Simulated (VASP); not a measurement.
# AlN (scan) (P6_3mc) in VASP: further runs

Runs on AlN (scan). Level: r2SCAN. Tasks: single point.

Everything below comes from runs of VASP 6.6.1. Logs are shortened: lines on timing, memory, paths and dates and some standing lists are left out, and cuts for length are marked.

**1. The cell of the first run**

It takes space group P6_3mc (No. 186, hexagonal). The conventional cell has a = 3.112 Å, b = 3.112 Å, c = 4.982 Å, α = 90.00°, β = 90.00°, γ = 120.00°. Within 2.5 Å of Al (site symmetry 3m) lie 4 N at 1.89 to 1.90 Å. Within 2.5 Å of N (site symmetry 3m) lie 4 Al at 1.89 to 1.90 Å.

**2. Single point, r2SCAN**

Input file POSCAR:

```
AlN
1.0
    3.1120000000      0.0000000000      0.0000000000
   -1.5560000000      2.6950710566      0.0000000000
    0.0000000000      0.0000000000      4.9820000000
Al N
2 2
Direct
    0.3333333333      0.6666666667      0.0000000000
    0.6666666667      0.3333333333      0.5000000000
    0.3333333333      0.6666666667      0.3820000000
    0.6666666667      0.3333333333      0.8820000000
```

Input file INCAR.step1:

```
SYSTEM = AlN
PREC = Accurate
ENCUT = 520
ISMEAR = 0
SIGMA = 0.1
LREAL = .FALSE.
LASPH = .TRUE.
NELM = 80
NBANDS = 16
GGA = PE
ALGO = Normal
EDIFF = 1E-4
LWAVE = .TRUE.
LCHARG = .FALSE.
```

Input file INCAR.step2:

```
SYSTEM = AlN
PREC = Accurate
ENCUT = 520
EDIFF = 1E-6
ISMEAR = 0
SIGMA = 0.1
LREAL = .FALSE.
LASPH = .TRUE.
NELM = 80
ALGO = Normal
ISIF = 2
LWAVE = .FALSE.
LCHARG = .FALSE.
METAGGA = R2SCAN
LMIXTAU = .TRUE.
NBANDS = 16
ISTART = 1
```

Input file KPOINTS:

```
regular mesh
0
G
  6 6 4
  0 0 0
```

Potentials or basis: VASP PAW PBE potentials, release 64 (Al, N).

On the command line:

```sh
$ cat potpaw_PBE.64/Al/POTCAR potpaw_PBE.64/N/POTCAR > POTCAR
$ cp INCAR.step1 INCAR
$ mpirun -np 1 vasp_std > vasp.out
$ cp INCAR.step2 INCAR
$ mpirun -np 1 vasp_std > vasp.out
```

OUTCAR:

```text
SYSTEM = AlN
   PREC = Accurate
   ENCUT = 520
   EDIFF = 1E-6
   ISMEAR = 0
   LREAL = .FALSE.
   LASPH = .TRUE.
   NELM = 80
   ISIF = 2
   METAGGA = R2SCAN
   ISTART = 1

 ion  position               nearest neighbor table
   1  0.333  0.667  0.000-   4 1.89   4 1.89   4 1.89   3 1.90   2 3.07   2 3.07   2 3.07   2 3.07
                             2 3.07   2 3.07
   2  0.667  0.333  0.500-   3 1.89   3 1.89   3 1.89   4 1.90   1 3.07   1 3.07   1 3.07   1 3.07
                             1 3.07   1 3.07
   3  0.333  0.667  0.382-   2 1.89   2 1.89   2 1.89   1 1.90
   4  0.667  0.333  0.882-   1 1.89   1 1.89   1 1.89   2 1.90

  LATTYP: Found a hexagonal cell.
 ALAT       =     3.1120000000
 C/A-ratio  =     1.6008997429

  Lattice vectors:

 A1 = (   3.1120000000,   0.0000000000,   0.0000000000)
 A2 = (  -1.5560000000,   2.6950710566,   0.0000000000)
 A3 = (   0.0000000000,   0.0000000000,   4.9820000000)

Analysis of symmetry for initial positions (statically):
=====================================================================
 Subroutine PRICEL returns:
 Original cell was already a primitive cell.

 Routine SETGRP: Setting up the symmetry group for a
 hexagonal supercell.

 Subroutine GETGRP returns: Found 12 space group operations
 (whereof  6 operations were pure point group operations)
 out of a pool of 24 trial point group operations.

The static configuration has the point symmetry C_3v.
 The point group associated with its full space group is C_6v.

Analysis of symmetry for dynamics (positions and initial velocities):
=====================================================================
 Subroutine PRICEL returns:
 Original cell was already a primitive cell.

 Routine SETGRP: Setting up the symmetry group for a
 hexagonal supercell.

 Subroutine GETGRP returns: Found 12 space group operations
 (whereof  6 operations were pure point group operations)
 out of a pool of 24 trial point group operations.

The dynamic configuration has the point symmetry C_3v.
 The point group associated with its full space group is C_6v.

 Subroutine INISYM returns: Found 12 space group operations
 (whereof  6 operations are pure point group operations),
 and found     1 'primitive' translations

----------------------------------------------------------------------------------------

                                     Primitive cell

  volume of cell :      41.7843

  direct lattice vectors                    reciprocal lattice vectors
     3.112000000  0.000000000  0.000000000     0.321336761  0.185523865  0.000000000
    -1.556000000  2.695071057  0.000000000     0.000000000  0.371047731  0.000000000
     0.000000000  0.000000000  4.982000000     0.000000000  0.000000000  0.200722601

  length of vectors
     3.112000000  3.112000000  4.982000000     0.371047731  0.371047731  0.200722601

  position of ions in fractional coordinates (direct lattice)
     0.333333333  0.666666667  0.000000000
     0.666666667  0.333333333  0.500000000
     0.333333333  0.666666667  0.382000000
     0.666666667  0.333333333  0.882000000

  ion indices of the primitive-cell ions
   primitive index   ion index
                 1           1
                 2           2
                 3           3
                 4           4

----------------------------------------------------------------------------------------

 KPOINTS: regular mesh

Automatic generation of k-mesh.
 Grid dimensions read from file:
 generate k-points for:    6    6    4

 Generating k-lattice:

  Cartesian coordinates                     Fractional coordinates (reciprocal lattice)
     0.053556127  0.030920644  0.000000000     0.166666667  0.000000000  0.000000000
     0.000000000  0.061841288  0.000000000     0.000000000  0.166666667  0.000000000
     0.000000000  0.000000000  0.050180650     0.000000000  0.000000000  0.250000000

  Length of vectors
     0.061841288  0.061841288  0.050180650

  Shift w.r.t. Gamma in fractional coordinates (k-lattice)
     0.000000000  0.000000000  0.000000000

 Subroutine IBZKPT returns following result:
 ===========================================

 Found     21 irreducible k-points:

 Following reciprocal coordinates:
            Coordinates               Weight
  0.000000  0.000000  0.000000      1.000000
  0.166667 -0.000000  0.000000      6.000000
  0.333333 -0.000000  0.000000      6.000000
  0.500000 -0.000000  0.000000      3.000000
  0.166667  0.166667  0.000000      6.000000
  0.333333  0.166667  0.000000     12.000000
[... 13 lines left out ...]
  0.333333  0.166667  0.500000     12.000000
  0.333333  0.333333  0.500000      2.000000
   k-points           NKPTS =     21   k-points in BZ     NKDIM =     21   number of bands    NBANDS=     16
   number of dos      NEDOS =    301   number of ions     NIONS =      4
   total plane-waves  NPLWV =  23040
   dimension x,y,z NGX =    24 NGY =   24 NGZ =   40
   dimension x,y,z NGXF=    48 NGYF=   48 NGZF=   80
   ions per type =               2   2
   NGX,Y,Z   is equivalent  to a cutoff of  12.82, 12.82, 13.35 a.u.
   NGXF,Y,Z  is equivalent  to a cutoff of  25.64, 25.64, 26.70 a.u.
 SYSTEM =  AlN
   PREC   = accura    normal or accurate (medium, high low for compatibility)
   ISTART =      1    job   : 0-new  1-cont  2-samecut
   ICHARG =      0    charge: 1-file 2-atom 10-const
   ISPIN  =      1    spin polarized calculation?
   LNONCOLLINEAR =      F non collinear calculations
   LSORBIT =      F    spin-orbit coupling
   LASPH  =      T    aspherical Exc in radial PAW
   ENCUT  =  520.0 eV  38.22 Ry    6.18 a.u.   5.79  5.79  9.26*2*pi/ulx,y,z
   NELM   =     80;   NELMIN=  2; NELMDL=  0     # of ELM steps
   EDIFF  = 0.1E-05   stopping-criterion for ELM
   LREAL  =      F    real-space projection
   EDIFFG = 0.1E-04   stopping-criterion for IOM
   NSW    =      0    number of steps for IOM
   IBRION =     -1    ionic relax: 0-MD 1-quasi-New 2-CG
   NFREE  =      0    steps in history (QN), initial steepest desc. (CG)
   ISIF   =      2    stress and relaxation
   ISYM   =      2    0-nonsym 1-usesym 2-fastsym
   POTIM  = 0.5000    time-step for ionic-motion
   TEBEG  =    0.0;   TEEND  =   0.0 temperature during run
   PSTRESS=    0.0 pullay stress
   NELECT =      16.0000    total number of electrons
   NUPDOWN=      -1.0000    fix difference up-down
   EMIN   =  10.00;   EMAX   =-10.00  energy-range for DOS
   EFERMI =   0.00;   METHOD = LEGACY
   ISMEAR =     0;   SIGMA  =   0.10  broadening in eV -4-tet -1-fermi 0-gaus
   EFERMI_NEDOS =   21; number of points for ismear=-14 and -15
   IALGO  =     38    algorithm
   IMIX   =      4    mixing-type and parameters
     AMIX     =   0.40;   BMIX     =  1.00
     AMIX_MAG =   1.60;   BMIX_MAG =  1.00
  volume/ion in A,a.u.               =      10.45        70.49
  Fermi-wavevector in a.u.,A,eV,Ry     =   1.188804  2.246514 19.228506  1.413255
  Thomas-Fermi vector in A             =   2.324926
   LORBIT       =      0    0 simple, 1 ext, 2 COOP (PROOUT), +10 PAW based schemes
   METAGGA = R2SCAN    functional components
   LHFCALC =     F    Hartree Fock is set to
   AEXX    =    0.0000 exact exchange contribution
   IVDW    =     0    specifies the selected vdW correction
   LEPSILON=     F    determine dielectric tensor
   LRPA    =     F    only Hartree local field effects (RPA)
 non-spin polarized calculation
 Gauss-broadening in eV      SIGMA  =   0.10
  energy-cutoff  :      520.00
  volume of cell :       41.78
 maximum number of plane-waves:      1152
 NGX is ok and might be reduce to    24
   NGX = 11   NGY = 11   NGZ = 19

 number of electron      15.9999997 magnetization

 Free energy of the ion-electron system (eV)
  ---------------------------------------------------
  ext. energy  EPLUGINS =         0.00000000
  ---------------------------------------------------
  free energy    TOTEN  =       -38.45454428 eV

  energy without entropy =      -38.45454428  energy(sigma->0) =      -38.45454428

 E-fermi :   6.3108     XC(G=0): -11.3979

 val. band max:        5.8895242507   @ k =   0.0000   0.0000   0.0000
 cond. band min:      10.7627921782   @ k =   0.0000   0.0000   0.0000
 fundamental gap:      4.8732679275
 Fermi energy:         6.3108050734

 k-point     1 :       0.0000    0.0000    0.0000
  band No.  band energies     occupation
      1     -10.0763      2.00000
      2      -7.9628      2.00000
      3      -0.1665      2.00000
      4       4.9901      2.00000
      5       4.9901      2.00000
      6       5.6530      2.00000
[... 8 lines left out ...]
     15      19.9538      0.00000
     16      19.9538      0.00000

 k-point     2 :       0.1667   -0.0000    0.0000
  band No.  band energies     occupation
      1      -9.7296      2.00000
      2      -7.7782      2.00000
      3       0.2569      2.00000
      4       3.5774      2.00000
      5       4.3727      2.00000
      6       4.5926      2.00000
[... 8 lines left out ...]
     15      19.2187      0.00000
     16      19.5056      0.00000

 k-point     3 :       0.3333   -0.0000    0.0000
  band No.  band energies     occupation
      1      -8.8431      2.00000
      2      -7.4540      2.00000
      3       1.3429      2.00000
      4       1.4160      2.00000
      5       2.5197      2.00000
      6       3.9925      2.00000
[... 8 lines left out ...]
     15      18.9801      0.00000
     16      21.3358      0.00000

 k-point     4 :       0.5000   -0.0000    0.0000
  band No.  band energies     occupation
      1      -8.1412      2.00000
      2      -7.4548      2.00000
      3       0.3793      2.00000
      4       1.6705      2.00000
      5       2.5034      2.00000
      6       3.7417      2.00000
[... 8 lines left out ...]
     15      19.7043      0.00000
     16      22.1430      0.00000
[... 267 lines left out ...]
 k-point    19 :       0.1667    0.1667    0.5000
  band No.  band energies     occupation
      1      -8.3936      2.00000
      2      -8.3936      2.00000
      3       1.6191      2.00000
      4       1.6191      2.00000
      5       4.0156      2.00000
      6       4.0156      2.00000
[... 8 lines left out ...]
     15      19.7831      0.00000
     16      19.7831      0.00000

 k-point    20 :       0.3333    0.1667    0.5000
  band No.  band energies     occupation
      1      -7.7929      2.00000
      2      -7.7929      2.00000
      3       0.6783      2.00000
      4       0.6783      2.00000
      5       3.2216      2.00000
      6       3.2216      2.00000
[... 8 lines left out ...]
     15      20.3487      0.00000
     16      20.3487      0.00000

 k-point    21 :       0.3333    0.3333    0.5000
  band No.  band energies     occupation
      1      -7.5776      2.00000
      2      -7.5776      2.00000
      3       1.0178      2.00000
      4       1.0178      2.00000
      5       1.9731      2.00000
      6       1.9731      2.00000
[... 8 lines left out ...]
     15      20.6120      0.00000
     16      20.6120      0.00000

------------------------ aborting loop because EDIFF is reached ----------------------------------------

  FORCE on cell =-STRESS in cart. coord.  units (eV):
  Direction    XX          YY          ZZ          XY          YZ          ZX
  --------------------------------------------------------------------------------------
  -------------------------------------------------------------------------------------
  Total       -0.3503234     -0.3503234     -0.2939453      0.0000000      0.0000000      0.0000000
  in kB      -13.4327892    -13.4327892    -11.2710272      0.0000000      0.0000000      0.0000000
  external PRESSURE =     -12.7122019 kB  Pullay stress =       0.0000000 kB

 VOLUME and BASIS-vectors are now :
 -----------------------------------------------------------------------------
  energy-cutoff  :      520.00
  volume of cell :       41.78
      direct lattice vectors                 reciprocal lattice vectors
     3.112000000  0.000000000  0.000000000     0.321336761  0.185523865  0.000000000
    -1.556000000  2.695071057  0.000000000     0.000000000  0.371047731  0.000000000
     0.000000000  0.000000000  4.982000000     0.000000000  0.000000000  0.200722601

 POSITION                                       TOTAL-FORCE (eV/Angst)
 -----------------------------------------------------------------------------------
     -0.00000      1.79671      0.00000         0.000000     -0.000000      0.013185
      1.55600      0.89836      2.49100        -0.000000      0.000000      0.013185
     -0.00000      1.79671      1.90312         0.000000     -0.000000     -0.013185
      1.55600      0.89836      4.39412         0.000000      0.000000     -0.013185
 -----------------------------------------------------------------------------------
    total drift:                               -0.000000     -0.000000     -0.018229

  FREE ENERGIE OF THE ION-ELECTRON SYSTEM (eV)
  ---------------------------------------------------
  free  energy   TOTEN  =       -38.4545442846 eV

  energy  without entropy=      -38.4545442846  energy(sigma->0) =      -38.45454428
```

It took 18 s on 1 thread of Intel Xeon 6975P-C (Granite Rapids), shared host; peak memory 0.16 GiB.

What came out:

```
Free energy            : -38.4545 eV
Pressure               : -1.3 GPa
Largest force          : 0.013 eV/Å
Band gap on the k mesh : 4.87 eV, direct
```

Forces in eV/Å, atoms in the order of the input:
```
Al   0.000  0.000  0.013
Al   0.000  0.000  0.013
N    0.000  0.000 -0.013
N    0.000  0.000 -0.013
```

Levels at points of the mesh, in eV from the valence-band top:
| k point | band 6 | band 7 | band 8 | band 9 | band 10 | band 11 |
| --- | --- | --- | --- | --- | --- | --- |
| (0.00, 0.00, 0.00) | -0.24 | -0.24 | 0.00 | 4.87 | 7.48 | 11.58 |
| (0.50, 0.00, 0.00) | -2.15 | -1.77 | -0.72 | 6.44 | 6.53 | 9.00 |
| (0.00, 0.00, 0.50) | -0.58 | -0.58 | -0.58 | 7.21 | 7.21 | 11.27 |
| (0.50, 0.00, 0.50) | -1.51 | -1.39 | -1.39 | 5.98 | 5.98 | 10.11 |

Caveat: the PAW data sets were made with another functional, which shifts forces and pressure a little. r2SCAN opens gaps a little over a GGA but as a rule still falls short of measured ones.

[end of part 1 of 2]
